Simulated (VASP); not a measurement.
Write the native input for VASP 6.6.1 that does the following.

- Task: single point
- Functional: PBE
- Potentials or basis: VASP PAW PBE potentials, release 64 (Li_sv)
- Cutoff: 520 eV
- k mesh: 15 × 15 × 15
- Occupations: fermi-dirac, width 0.08 eV
- Spin: no spin polarisation
- Dipole correction: no
- Further INCAR settings: ALGO = Normal; EDIFF = 1e-07; NBANDS = 8

The structure of Li lies in POSCAR:

```
Li
1.0
   -1.7500000000      1.7500000000      1.7850000000
    1.7500000000     -1.7500000000      1.7850000000
    1.7500000000      1.7500000000     -1.7850000000
Li
1
Direct
    0.0000000000      0.0000000000      0.0000000000
```

This cell differs from its parent crystal: zz strain of +2 %.

The input as run:

INCAR

```
SYSTEM = Li
PREC = Accurate ; ENCUT = 520
EDIFF = 1E-7 ; ISMEAR = -1
SIGMA = 0.08 ; LREAL = .False.
LASPH = .True. ; NELM = 80
ALGO = Normal ; ISIF = 2
LWAVE = .False. ; LCHARG = .False.
GGA = PE ; NBANDS = 8
```

KPOINTS

```
regular mesh
0
Gamma
  15 15 15
  0 0 0
```

Potentials or basis: VASP PAW PBE potentials, release 64 (Li_sv).

Run with:

```console
$ cat potpaw_PBE.64/Li_sv/POTCAR > POTCAR
$ mpirun -np 1 vasp_std > vasp.out
```

Run time: 10 s on 1 thread of Intel(R) Xeon(R) 6975P-C (Granite Rapids), with other jobs on the host, peak memory 0.15 GiB.
